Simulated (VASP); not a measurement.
# BeS (Pm-3m) in VASP: settings compared, part 2 of 2

VASP 6.6.1.

### Step 4. Single point, PBE-based screened hybrid

POSCAR

```
BeS
1.0
    2.9413850451      0.0000000000      0.0000000000
    0.0000000000      2.9413850451      0.0000000000
    0.0000000000      0.0000000000      2.9413850451
Be S
1 1
Direct
    0.0000000000      0.0000000000      0.0000000000
    0.5000000000      0.5000000000      0.5000000000
```

INCAR.step1

```
  PREC = Accurate
  ENCUT = 520
  EDIFF = 1E-5
  ISMEAR = -1
  SIGMA = 0.02
  LREAL = False
  LASPH = True
  NELM = 120
  ALGO = Normal
  ISIF = 2
  LWAVE = True
  LCHARG = False
  GGA = PE
  NBANDS = 11
  GGA_COMPAT = False
```

INCAR.step2

```
  PREC = Accurate
  ENCUT = 520
  EDIFF = 1E-6
  ISMEAR = -1
  SIGMA = 0.02
  LREAL = False
  LASPH = True
  NELM = 120
  ALGO = Normal
  ISIF = 2
  LWAVE = False
  LCHARG = False
  GGA = PE
  LHFCALC = True
  AEXX = 0.1
  HFSCREEN = 0.1
  PRECFOCK = Normal
  ISTART = 1
  NBANDS = 11
  GGA_COMPAT = False
```

KPOINTS

```
regular mesh
0
Gamma
  4 4 4
```

Potentials or basis: VASP PAW PBE potentials, release 64 (Be, S).

Launch:

```
$ cat potpaw_PBE.64/Be/POTCAR potpaw_PBE.64/S/POTCAR > POTCAR
$ cp INCAR.step1 INCAR
$ mpirun -np 1 vasp_std > vasp.out
$ cp INCAR.step2 INCAR
$ mpirun -np 1 vasp_std > vasp.out
```

OUTCAR:

```text
PREC = Accurate
   ENCUT = 520
   EDIFF = 1E-6
   ISMEAR = -1
   LREAL = False
   LASPH = True
   NELM = 120
   ISIF = 2
   GGA = PE
   LHFCALC = True
   AEXX = 0.1
   HFSCREEN = 0.1
   PRECFOCK = Normal
   ISTART = 1

 ion  position               nearest neighbor table
   1  0.000  0.000  0.000-   2 2.55   2 2.55   2 2.55   2 2.55   2 2.55   2 2.55   2 2.55   2 2.55

   2  0.500  0.500  0.500-   1 2.55   1 2.55   1 2.55   1 2.55   1 2.55   1 2.55   1 2.55   1 2.55

[... 321 lines left out ...]
     11      28.7859      0.00000

------------------------ aborting loop because EDIFF is reached ----------------------------------------

  FORCE on cell =-STRESS in cart. coord.  units (eV):
  Direction    XX          YY          ZZ          XY          YZ          ZX
  --------------------------------------------------------------------------------------
  -------------------------------------------------------------------------------------
  Total       -0.4077709     -0.4077709     -0.4077709     -0.0000000     -0.0000000      0.0000000
  in kB      -25.6726758    -25.6726758    -25.6726758     -0.0000000     -0.0000000      0.0000000
  external PRESSURE =     -25.6726758 kB  Pullay stress =       0.0000000 kB

 VOLUME and BASIS-vectors are now :
 -----------------------------------------------------------------------------
  energy-cutoff  :      520.00
  volume of cell :       25.45
      direct lattice vectors                 reciprocal lattice vectors
     2.941385045  0.000000000  0.000000000     0.339975890  0.000000000  0.000000000
     0.000000000  2.941385045  0.000000000     0.000000000  0.339975890  0.000000000
     0.000000000  0.000000000  2.941385045     0.000000000  0.000000000  0.339975890

 POSITION                                       TOTAL-FORCE (eV/Angst)
 -----------------------------------------------------------------------------------
      0.00000      0.00000      0.00000         0.000000      0.000000      0.000000
      1.47069      1.47069      1.47069         0.000000      0.000000      0.000000
 -----------------------------------------------------------------------------------
    total drift:                                0.000000     -0.000000      0.000000

  FREE ENERGIE OF THE ION-ELECTRON SYSTEM (eV)
  ---------------------------------------------------
  free  energy   TOTEN  =        -7.5517690543 eV

  energy  without entropy=       -7.5475515407  energy(sigma->0) =       -7.54966030
```

OUTCAR.step1:

```text
PREC = Accurate
   ENCUT = 520
   EDIFF = 1E-5
   ISMEAR = -1
   LREAL = False
[... 346 lines left out ...]
      0.00000      0.00000      0.00000         0.000000      0.000000      0.000000
      1.47069      1.47069      1.47069         0.000000      0.000000      0.000000
 -----------------------------------------------------------------------------------
    total drift:                               -0.000000     -0.000000     -0.000000

  FREE ENERGIE OF THE ION-ELECTRON SYSTEM (eV)
  ---------------------------------------------------
  free  energy   TOTEN  =        -7.0153834406 eV

  energy  without entropy=       -7.0111659269  energy(sigma->0) =       -7.01327468
```

OSZICAR.step1:

```text
N       E                     dE             d eps       ncg     rms          rms(c)
DAV:   1     0.192588059730E+02    0.19259E+02   -0.38423E+03   220   0.626E+02
DAV:   2    -0.588392439918E+01   -0.25143E+02   -0.24239E+02   291   0.105E+02
DAV:   3    -0.709710590974E+01   -0.12132E+01   -0.11715E+01   268   0.218E+01
DAV:   4    -0.710416450504E+01   -0.70586E-02   -0.70570E-02   270   0.214E+00
DAV:   5    -0.710421720759E+01   -0.52703E-04   -0.52699E-04   256   0.167E-01    0.738E+00
DAV:   6    -0.702325688692E+01    0.80960E-01   -0.18786E-01   272   0.167E+00    0.473E+00
DAV:   7    -0.701656436777E+01    0.66925E-02   -0.81043E-02   296   0.122E+00    0.113E+00
DAV:   8    -0.701536721077E+01    0.11972E-02   -0.82003E-03   261   0.411E-01    0.588E-02
DAV:   9    -0.701538102280E+01   -0.13812E-04   -0.24915E-04   256   0.103E-01    0.496E-02
DAV:  10    -0.701538344056E+01   -0.24178E-05   -0.35762E-06   167   0.153E-02
   1 F= -.70153834E+01 E0= -.70132747E+01  d E =-.421751E-02
```

It took 2.7 min on 1 thread of Intel Xeon 8259CL, shared host; peak memory 0.23 GiB.

Results:

* Free energy: -7.5518 eV
* Pressure: -2.6 GPa
* Band gap on the k mesh: zero (band 4 reaches 7.94 eV, above the bottom of band 5 at 6.12 eV)

Caveat: the k points lie up to 0.53 Å⁻¹ apart; the PAW data sets were made with another functional, which shifts forces and pressure a little.

### Step 5. Single point, PBE-based screened hybrid

POSCAR is that of step 4.

INCAR.step1

```
SYSTEM = BeS
ALGO = Normal
EDIFF = 1E-5
ENCUT = 520
GGA = PE
GGA_COMPAT = .False.
ISIF = 2
ISMEAR = -1
LASPH = .True.
LREAL = .False.
LWAVE = .True.
NBANDS = 11
NELM = 120
PREC = Accurate
SIGMA = 0.02
```

INCAR.step2

```
SYSTEM = BeS
AEXX = 0.4
ALGO = Normal
EDIFF = 1E-6
ENCUT = 520
GGA = PE
GGA_COMPAT = .False.
HFSCREEN = 0.3
ISIF = 2
ISMEAR = -1
ISTART = 1
LASPH = .True.
LCHARG = .True.
LELF = .True.
LHFCALC = .True.
LREAL = .False.
LVHAR = .True.
LWAVE = .False.
NBANDS = 11
NELM = 120
PREC = Accurate
PRECFOCK = Normal
SIGMA = 0.02
```

KPOINTS

```
k-points
0
Gamma
  4 4 4
  0 0 0
```

Launch:

```
$ cat potpaw_PBE.64/Be/POTCAR potpaw_PBE.64/S/POTCAR > POTCAR
$ cp INCAR.step1 INCAR
$ mpirun -np 1 vasp_std > vasp.out
$ cp INCAR.step2 INCAR
$ mpirun -np 1 vasp_std > vasp.out
```

Wall time 2.9 min (1 thread of Intel Xeon 8259CL, shared host); peak memory 0.23 GiB.

Results (log left out):

- Free energy: -8.3783 eV
- Pressure: -4.4 GPa
- Band gap on the k mesh: zero (band 4 reaches 7.70 eV, above the bottom of band 5 at 6.15 eV)

Levels at points of the mesh, in eV from the Fermi level:
```tsv
k point	band 1	band 2	band 3	band 4	band 5	band 6	band 7	band 8	band 9
(0.00, 0.00, 0.00)	-19.18	-2.61	-2.61	-2.61	1.95	5.45	5.45	11.22	11.22
(0.50, 0.00, 0.00)	-17.08	-10.52	-0.56	-0.56	4.02	5.87	5.87	7.72	8.32
(0.50, 0.50, 0.00)	-14.95	-8.38	-8.38	-2.10	0.73	8.69	8.69	8.94	10.51
(0.50, 0.50, 0.50)	-13.16	-5.64	-5.64	-5.64	-0.66	-0.66	-0.66	4.34	22.49
```

Caveat: the k points lie up to 0.53 Å⁻¹ apart; the PAW data sets were made with another functional, which shifts forces and pressure a little.

### Step 6. Summary

```tsv
level	share of exact exchange	screening parameter	gap on the mesh (eV)	pressure (GPa)
PBE-based global hybrid	0.75	-	none	-7.9
HSE06	-	0.2079 1/Å	none	-3.7
PBE-based screened hybrid	0.1	0.1 1/Å	none	-2.6
PBE-based screened hybrid	0.4	0.3 1/Å	none	-4.4
```

Alike in all rows: task single point; potentials or basis VASP PAW PBE potentials, release 64 (Be, S); no spin polarisation; cell as given; k mesh 4 × 4 × 4; cutoff (eV) 520; smearing fermi-dirac 0.02 eV.

Caveats: all runs use coarse meshes; the PAW data sets were made with another functional, which shifts forces and pressure a little.

Total energies depend on the potentials used, so only differences within one code and one set of settings carry meaning.
